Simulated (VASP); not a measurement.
# Si3C (P4/mmm) in VASP: a series of runs

Runs on Si3C. Level: PBE. Tasks: relaxation of cell and atoms, single point.

Program: VASP 6.6.1. These are calculated values, not measurements. Logs are shortened: lines on timing, memory, paths and dates and some standing lists are left out, and cuts for length are marked.

## Step 1: The cell of the first run

The structure is tetragonal, space group P4/mmm (No. 123). Conventional cell: a = 2.751 Å, b = 2.751 Å, c = 6.074 Å, α = 90.00°, β = 90.00°, γ = 90.00°. Within 3.0 Å of Si (site symmetry 4mm) lie 4 C at 2.30 Å and 9 Si at 2.46 to 2.75 Å. Si (site symmetry 4/mmm) has 12 Si at 2.66 to 2.75 Å and 2 C at 3.04 Å within 3.5 Å. Within 3.1 Å of C (site symmetry 4/mmm) lie 10 Si at 2.30 to 3.04 Å and 4 C at 2.75 Å.

## Step 2: Relaxation of cell and atoms, PBE

The input, INCAR:

```
  ALGO = Normal
  EDIFF = 1E-7
  EDIFFG = -0.04
  ENCUT = 600
  GGA = PE
  IBRION = 2
  ISIF = 3
  ISMEAR = 0
  LASPH = T
  LCHARG = F
  LREAL = F
  LWAVE = F
  NELM = 100
  NSW = 90
  PREC = Accurate
  SIGMA = 0.1
```

The input, KPOINTS:

```
k-points
0
Gamma
  6 6 4
```

The input, POSCAR:

```
Si3C
1.0
    2.7514290805      0.0000000000      0.0000000000
    0.0000000000      2.7514290805      0.0000000000
    0.0000000000      0.0000000000      6.0743123435
Si C
3 1
Direct
    0.0000000000      0.0000000000      0.7025675415
    0.5000000000      0.5000000000      0.0000000000
    0.0000000000      0.0000000000      0.2974324585
    0.5000000000      0.5000000000      0.5000000000
```

Potentials or basis: VASP PAW PBE potentials, release 64 (Si, C).

Command:

```bash
$ cat potpaw_PBE.64/Si/POTCAR potpaw_PBE.64/C/POTCAR > POTCAR
$ mpirun -np 1 vasp_std > vasp.out
```

OUTCAR:

```text
EDIFF = 1E-7
   EDIFFG = -0.04
   ENCUT = 600
   GGA = PE
   IBRION = 2
   ISIF = 3
   ISMEAR = 0
   LASPH = T
   LREAL = F
   NELM = 100
   NSW = 90
   PREC = Accurate

 ion  position               nearest neighbor table
   1  0.000  0.000  0.703-   4 2.30   4 2.30   4 2.30   4 2.30   3 2.46   2 2.66   2 2.66   2 2.66
                             2 2.66
   2  0.500  0.500  0.000-   1 2.66   3 2.66   1 2.66   3 2.66   1 2.66   3 2.66   1 2.66   3 2.66

   3  0.000  0.000  0.297-   4 2.30   4 2.30   4 2.30   4 2.30   1 2.46   2 2.66   2 2.66   2 2.66
                             2 2.66
   4  0.500  0.500  0.500-   1 2.30   3 2.30   1 2.30   3 2.30   1 2.30   3 2.30   1 2.30   3 2.30

  LATTYP: Found a simple tetragonal cell.
 ALAT       =     2.7514290805
 C/A-ratio  =     2.2076935897

  Lattice vectors:

 A1 = (   2.7514290805,   0.0000000000,   0.0000000000)
 A2 = (   0.0000000000,   2.7514290805,   0.0000000000)
 A3 = (   0.0000000000,   0.0000000000,   6.0743123435)

Analysis of symmetry for initial positions (statically):
=====================================================================
 Subroutine PRICEL returns:
 Original cell was already a primitive cell.

 Routine SETGRP: Setting up the symmetry group for a
 simple tetragonal supercell.

 Subroutine GETGRP returns: Found 16 space group operations
 (whereof 16 operations were pure point group operations)
 out of a pool of 16 trial point group operations.

The static configuration has the point symmetry D_4h.

Analysis of symmetry for dynamics (positions and initial velocities):
=====================================================================
 Subroutine PRICEL returns:
 Original cell was already a primitive cell.

 Routine SETGRP: Setting up the symmetry group for a
 simple tetragonal supercell.

 Subroutine GETGRP returns: Found 16 space group operations
 (whereof 16 operations were pure point group operations)
 out of a pool of 16 trial point group operations.

The dynamic configuration has the point symmetry D_4h.

 Subroutine INISYM returns: Found 16 space group operations
 (whereof 16 operations are pure point group operations),
 and found     1 'primitive' translations

----------------------------------------------------------------------------------------

                                     Primitive cell

  volume of cell :      45.9847

  direct lattice vectors                    reciprocal lattice vectors
     2.751429080  0.000000000  0.000000000     0.363447492  0.000000000  0.000000000
     0.000000000  2.751429080  0.000000000     0.000000000  0.363447492  0.000000000
     0.000000000  0.000000000  6.074312343     0.000000000  0.000000000  0.164627688

  length of vectors
     2.751429080  2.751429080  6.074312343     0.363447492  0.363447492  0.164627688

  position of ions in fractional coordinates (direct lattice)
     0.000000000  0.000000000  0.702567542
     0.500000000  0.500000000  0.000000000
     0.000000000  0.000000000  0.297432458
     0.500000000  0.500000000  0.500000000

  ion indices of the primitive-cell ions
   primitive index   ion index
                 1           1
                 2           2
                 3           3
                 4           4

----------------------------------------------------------------------------------------

 KPOINTS: k-points

Automatic generation of k-mesh.
 Grid dimensions read from file:
 generate k-points for:    6    6    4

 Generating k-lattice:

  Cartesian coordinates                     Fractional coordinates (reciprocal lattice)
     0.060574582  0.000000000  0.000000000     0.166666667  0.000000000  0.000000000
     0.000000000  0.060574582  0.000000000     0.000000000  0.166666667  0.000000000
     0.000000000  0.000000000  0.041156922     0.000000000  0.000000000  0.250000000

  Length of vectors
     0.060574582  0.060574582  0.041156922

  Shift w.r.t. Gamma in fractional coordinates (k-lattice)
     0.000000000  0.000000000  0.000000000

 Subroutine IBZKPT returns following result:
 ===========================================

 Found     30 irreducible k-points:

 Following reciprocal coordinates:
            Coordinates               Weight
  0.000000  0.000000  0.000000      1.000000
  0.166667  0.000000  0.000000      4.000000
  0.333333  0.000000  0.000000      4.000000
  0.500000  0.000000  0.000000      2.000000
  0.166667  0.166667  0.000000      4.000000
  0.333333  0.166667  0.000000      8.000000
[... 16 lines left out ...]
  0.333333  0.000000  0.500000      4.000000
  0.500000  0.000000  0.500000      2.000000
 [... further k-points ...]
   k-points           NKPTS =     30   k-points in BZ     NKDIM =     30   number of bands    NBANDS=     12
   number of dos      NEDOS =    301   number of ions     NIONS =      4
   total plane-waves  NPLWV =  28800
   dimension x,y,z NGX =    24 NGY =   24 NGZ =   50
   dimension x,y,z NGXF=    48 NGYF=   48 NGZF=  100
   ions per type =               3   1
   NGX,Y,Z   is equivalent  to a cutoff of  14.50, 14.50, 13.68 a.u.
   NGXF,Y,Z  is equivalent  to a cutoff of  29.00, 29.00, 27.37 a.u.
 SYSTEM =  unknown system
   PREC   = accura    normal or accurate (medium, high low for compatibility)
   ISTART =      0    job   : 0-new  1-cont  2-samecut
   ICHARG =      2    charge: 1-file 2-atom 10-const
   ISPIN  =      1    spin polarized calculation?
   LNONCOLLINEAR =      F non collinear calculations
   LSORBIT =      F    spin-orbit coupling
   LASPH  =      T    aspherical Exc in radial PAW
   ENCUT  =  600.0 eV  44.10 Ry    6.64 a.u.   5.50  5.50 12.13*2*pi/ulx,y,z
   NELM   =    100;   NELMIN=  2; NELMDL= -5     # of ELM steps
   EDIFF  = 0.1E-06   stopping-criterion for ELM
   LREAL  =      F    real-space projection
   EDIFFG = -.4E-01   stopping-criterion for IOM
   NSW    =     90    number of steps for IOM
   IBRION =      2    ionic relax: 0-MD 1-quasi-New 2-CG
   NFREE  =      1    steps in history (QN), initial steepest desc. (CG)
   ISIF   =      3    stress and relaxation
   ISYM   =      2    0-nonsym 1-usesym 2-fastsym
   POTIM  = 0.5000    time-step for ionic-motion
   TEBEG  =    0.0;   TEEND  =   0.0 temperature during run
   PSTRESS=    0.0 pullay stress
   NELECT =      16.0000    total number of electrons
   NUPDOWN=      -1.0000    fix difference up-down
   EMIN   =  10.00;   EMAX   =-10.00  energy-range for DOS
   EFERMI =   0.00;   METHOD = LEGACY
   ISMEAR =     0;   SIGMA  =   0.10  broadening in eV -4-tet -1-fermi 0-gaus
   EFERMI_NEDOS =   21; number of points for ismear=-14 and -15
   IALGO  =     38    algorithm
   IMIX   =      4    mixing-type and parameters
     AMIX     =   0.40;   BMIX     =  1.00
     AMIX_MAG =   1.60;   BMIX_MAG =  1.00
  volume/ion in A,a.u.               =      11.50        77.58
  Fermi-wavevector in a.u.,A,eV,Ry     =   1.151446  2.175917 18.038983  1.325828
  Thomas-Fermi vector in A             =   2.288104
   LORBIT       =      0    0 simple, 1 ext, 2 COOP (PROOUT), +10 PAW based schemes
   GGA     = PE    functional components
   LHFCALC =     F    Hartree Fock is set to
   AEXX    =    0.0000 exact exchange contribution
   IVDW    =     0    specifies the selected vdW correction
   LEPSILON=     F    determine dielectric tensor
   LRPA    =     F    only Hartree local field effects (RPA)
 conjugate gradient relaxation of ions
 non-spin polarized calculation
 Gauss-broadening in eV      SIGMA  =   0.10
  energy-cutoff  :      600.00
  volume of cell :       45.98
 maximum number of plane-waves:      1585
 NGX is ok and might be reduce to    24
   NGX = 11   NGY = 11   NGZ = 25

--------------------------------------- Ionic step        1  -------------------------------------------

 number of electron      15.9999999 magnetization

 Free energy of the ion-electron system (eV)
  ---------------------------------------------------
  ext. energy  EPLUGINS =         0.00000000
  ---------------------------------------------------
  free energy    TOTEN  =       -20.94375027 eV

  energy without entropy =      -20.93003756  energy(sigma->0) =      -20.93689391

------------------------ aborting loop because EDIFF is reached ----------------------------------------

  FORCE on cell =-STRESS in cart. coord.  units (eV):
  Direction    XX          YY          ZZ          XY          YZ          ZX
  --------------------------------------------------------------------------------------
  -------------------------------------------------------------------------------------
  Total        0.6693158      0.6693158     -0.8062550      0.0000000      0.0000000     -0.0000000
  in kB       23.3199639     23.3199639    -28.0911307      0.0000000      0.0000000     -0.0000000
  external PRESSURE =       6.1829323 kB  Pullay stress =       0.0000000 kB
[... 213 lines left out ...]
  energy  without entropy=      -20.9856900925  energy(sigma->0) =      -20.98753011

--------------------------------------- Ionic step        7  -------------------------------------------

 number of electron      16.0000000 magnetization

 Free energy of the ion-electron system (eV)
  ---------------------------------------------------
  ext. energy  EPLUGINS =         0.00000000
  ---------------------------------------------------
  free energy    TOTEN  =       -20.98947178 eV

  energy without entropy =      -20.98602979  energy(sigma->0) =      -20.98775078

 E-fermi :  10.7836     XC(G=0): -11.7416

 val. band max:       10.6833692919   @ k =   0.5000   0.1667   0.2500
 cond. band min:      10.8103693716   @ k =   0.0000   0.0000   0.0000
 fundamental gap:      0.1270000797
 Fermi energy:        10.7835570756

 k-point     1 :       0.0000    0.0000    0.0000
  band No.  band energies     occupation
      1      -5.5663      2.00000
      2      -1.2190      2.00000
      3      -0.5812      2.00000
      4       9.0278      2.00000
      5       9.3180      2.00000
      6       9.3180      2.00000
      7      10.8104      0.70455
      8      12.2959      0.00000
      9      14.5648      0.00000
     10      14.6956      0.00000
     11      14.6956      0.00000
     12      16.2587      0.00000
[... 331 lines left out ...]
 k-point    24 :       0.5000    0.0000    0.5000
  band No.  band energies     occupation
      1      -1.4996      2.00000
      2      -0.4434      2.00000
      3       1.3057      2.00000
      4       1.7390      2.00000
      5       7.3774      2.00000
      6       7.7636      2.00000
      7       7.7955      2.00000
      8       9.7227      2.00000
      9      11.3364      0.00000
     10      16.1886      0.00000
     11      16.6447      0.00000
     12      17.4103      0.00000

 [... further k-points ...]
[... 5 lines left out ...]
  --------------------------------------------------------------------------------------
  -------------------------------------------------------------------------------------
  Total       -0.0203044     -0.0203044      0.0221355      0.0000000      0.0000000      0.0000000
  in kB       -0.6997793     -0.6997793      0.7628893      0.0000000      0.0000000      0.0000000
  external PRESSURE =      -0.2122231 kB  Pullay stress =       0.0000000 kB
[... 19 lines left out ...]
  FREE ENERGIE OF THE ION-ELECTRON SYSTEM (eV)
  ---------------------------------------------------
  free  energy   TOTEN  =       -20.9894717765 eV

  energy  without entropy=      -20.9860297904  energy(sigma->0) =      -20.98775078

 reached required accuracy - stopping structural energy minimisation
```

Wall time 51 s (1 thread of Intel Xeon Platinum 8488C (Sapphire Rapids), shared host); peak memory 0.17 GiB.

What came out:

```
Free energy                           : -20.9895 eV
Relaxed volume                        : 11.62 Å³/atom
Relaxed cell                          : a = 2.790 Å, b = 2.790 Å, c = 5.971 Å, α = 90.00°, β = 90.00°, γ = 90.00°
Space group after relaxing (to 0.1 Å) : P4/mmm (No. 123)
Energy gained by relaxing             : 11.4 meV/atom
Ionic steps                           : 7
Pressure after relaxing               : 0.0 GPa
Largest force after relaxing          : 0.008 eV/Å
```

Forces on the atoms (eV/Å):
```
Si   0.000  0.000 -0.008
Si   0.000  0.000  0.000
Si   0.000  0.000  0.008
C    0.000  0.000  0.000
```

Step by step:
| step | energy change (eV) | largest force (eV/Å) | pressure (GPa) | volume (Å³) |
| --- | --- | --- | --- | --- |
| 1 | 0.0000 | 0.4152 | 0.62 | 45.98 |
| 2 | -0.0336 | 0.2894 | 0.48 | 46.28 |
| 3 | 0.1065 | 1.6760 | 1.96 | 47.04 |
| 4 | -0.0433 | 0.1809 | 0.14 | 46.41 |
| 5 | -0.0386 | 0.3721 | 0.10 | 46.61 |
| 6 | -0.0456 | 0.0490 | 0.00 | 46.47 |
| 7 | -0.0457 | 0.0084 | -0.02 | 46.49 |

Final structure:
```
Si C
1.0
     2.79025    0.00000    0.00000
     0.00000    2.79025    0.00000
     0.00000    0.00000    5.97106
Si C
3 1
Cartesian
  0.0000 0.0000 4.1618
  1.3951 1.3951 5.9711
  2.7903 0.0000 1.8092
  1.3951 1.3951 2.9855
```

Caveat: the k points lie up to 0.38 Å⁻¹ apart in the final cell; the highest band is partly filled, so the run has too few bands.

## Step 3: Single point, PBE, collinear spin

This run uses another cell than the first one, of 11.62 Å³/atom.

The input, INCAR:

```
  PREC = Accurate
  ENCUT = 520
  EDIFF = 1E-6
  ISMEAR = 0
  SIGMA = 0.1
  LREAL = False
  LASPH = True
  NELM = 150
  ALGO = Normal
  ISIF = 2
  LWAVE = False
  LCHARG = False
  ISPIN = 2
  MAGMOM = 0 0 0 1
  LORBIT = 11
  GGA = PE
  NBANDS = 20
```

The input, KPOINTS:

```
Automatic mesh
0
Gamma
  6 6 4
```

The input, POSCAR:

```
Si3C
1.0
    2.7893936113      0.0000000000      0.0000000000
    0.0000000000      2.7893936113      0.0000000000
    0.0000000000      0.0000000000      5.9748257797
Si C
3 1
Direct
    0.0000000000      0.0000000000      0.6968288951
    0.5000000000      0.5000000000      0.0000000000
    0.0000000000      0.0000000000      0.3031711049
    0.5000000000      0.5000000000      0.5000000000
```

Potentials or basis: VASP PAW PBE potentials, release 64 (Si, C).

Command:

```bash
$ cat potpaw_PBE.64/Si/POTCAR potpaw_PBE.64/C/POTCAR > POTCAR
$ mpirun -np 1 vasp_std > vasp.out
```

Run time: 34 s. Hardware: 1 thread of Intel Xeon Platinum 8488C (Sapphire Rapids), shared host; peak memory 0.2 GiB.

It converged, with:

```
Free energy                                           : -20.9892 eV
Pressure                                              : 0.0 GPa
Largest force                                         : 0.004 eV/Å
Band gap on the k mesh                                : zero (filled and empty bands overlap)
Net moment                                            : 0.00 μB per cell
Valence electrons inside the program's atomic spheres : Si 1.52, 1.56 (each value once); C 2.25
```

Forces on the atoms (eV/Å):
```
Si   0.000  0.000  0.004
Si   0.000  0.000  0.000
Si   0.000  0.000 -0.004
C    0.000  0.000  0.000
```

Stress tensor (GPa, compression positive):
```
 0.07  0.00  0.00
 0.00  0.07  0.00
 0.00  0.00 -0.06
```

Levels at points of the mesh, in eV from the Fermi level:
Spin up:
```tsv
k point	band 5	band 6	band 7	band 8	band 9	band 10	band 11	band 12
(0.00, 0.00, 0.00)	-1.46	-1.46	0.02	1.51	3.79	3.93	3.93	5.49
(0.50, 0.00, 0.00)	-7.17	-6.51	0.54	1.20	3.92	4.46	4.47	5.40
(0.50, 0.50, 0.00)	-3.48	-3.40	-3.37	-3.37	-2.31	-2.31	-2.24	-1.75
(0.00, 0.00, 0.50)	-1.41	-1.41	0.91	3.04	3.04	3.90	4.71	4.89
(0.50, 0.00, 0.50)	-3.41	-3.02	-2.99	-1.07	0.55	5.41	5.87	6.63
(0.50, 0.50, 0.50)	-5.03	-4.96	-4.96	-4.08	-0.32	1.21	1.25	1.37
```
Spin down:
```
           k point  band 6  band 7  band 8  band 9  band 10  band 11
(0.00, 0.00, 0.00)   -1.46    0.02    1.51    3.79     3.93     3.93
(0.50, 0.00, 0.00)   -6.51    0.54    1.20    3.92     4.46     4.47
(0.50, 0.50, 0.00)   -3.40   -3.37   -3.37   -2.31    -2.31    -2.24
(0.00, 0.00, 0.50)   -1.41    0.91    3.04    3.04     3.90     4.71
(0.50, 0.00, 0.50)   -3.02   -2.99   -1.07    0.55     5.41     5.87
(0.50, 0.50, 0.50)   -4.96   -4.96   -4.08   -0.32     1.21     1.25
```

Caveat: the k points lie up to 0.38 Å⁻¹ apart, too coarse for converged energies and pressures of a metal.

## Step 4: Single point, PBE

This run uses another cell than the first one, of 11.62 Å³/atom.

The input, INCAR:

```
  PREC = Accurate
  ENCUT = 520
  EDIFF = 1E-6
  ISMEAR = 0
  SIGMA = 0.1
  LREAL = F
  LASPH = T
  NELM = 100
  ALGO = Normal
  ISIF = 2
  LWAVE = F
  LCHARG = F
  GGA = PE
  NBANDS = 16
```

The input, KPOINTS:

```
regular mesh
0
Gamma
  16 16 8
```

The input, POSCAR:

```
Si3C
1.0
    2.7459472153      0.0000000000      0.0000000000
    0.0000000000      2.7459472153      0.0000000000
    0.0000000000      0.0000000000      6.1629279556
Si C
3 1
Direct
    0.0000000000      0.0000000000      0.6921374146
    0.5000000000      0.5000000000      0.0000000000
    0.0000000000      0.0000000000      0.3078625854
    0.5000000000      0.5000000000      0.5000000000
```

Command:

```bash
$ cat potpaw_PBE.64/Si/POTCAR potpaw_PBE.64/C/POTCAR > POTCAR
$ mpirun -np 1 vasp_std > vasp.out
```

Run time: 58 s. Hardware: 1 thread of Intel Xeon Platinum 8488C (Sapphire Rapids), shared host; peak memory 0.25 GiB.

The run converged. Its results:

* Free energy: -21.0452 eV
* Pressure: 0.0 GPa
* Largest force: 0.007 eV/Å
* Band gap on the k mesh: zero (bands 8 and 9 overlap by 6.04 eV)

Forces in eV/Å, atoms in the order of the input:
```
Si   0.000  0.000 -0.007
Si   0.000  0.000  0.000
Si   0.000  0.000  0.007
C    0.000  0.000  0.000
```

Levels at points of the mesh, in eV from the Fermi level:
```csv
k point,band 6,band 7,band 8,band 9,band 10,band 11
"(0.00, 0.00, 0.00)",-1.36,-0.71,1.67,4.04,4.38,4.38
"(0.50, 0.00, 0.00)",-6.64,0.63,0.65,3.32,3.52,3.82
"(0.50, 0.50, 0.00)",-3.40,-3.36,-3.33,-2.36,-2.36,-2.02
"(0.00, 0.00, 0.50)",-1.33,1.42,3.44,3.59,3.59,4.98
"(0.50, 0.00, 0.50)",-3.29,-3.26,-1.62,0.64,5.85,6.34
"(0.50, 0.50, 0.50)",-4.79,-4.78,-3.73,-0.59,1.11,1.19
```

(Continued in part 2 of 2.)

The gap in the log of VASP goes by the Fermi energy; the results here count the filled bands.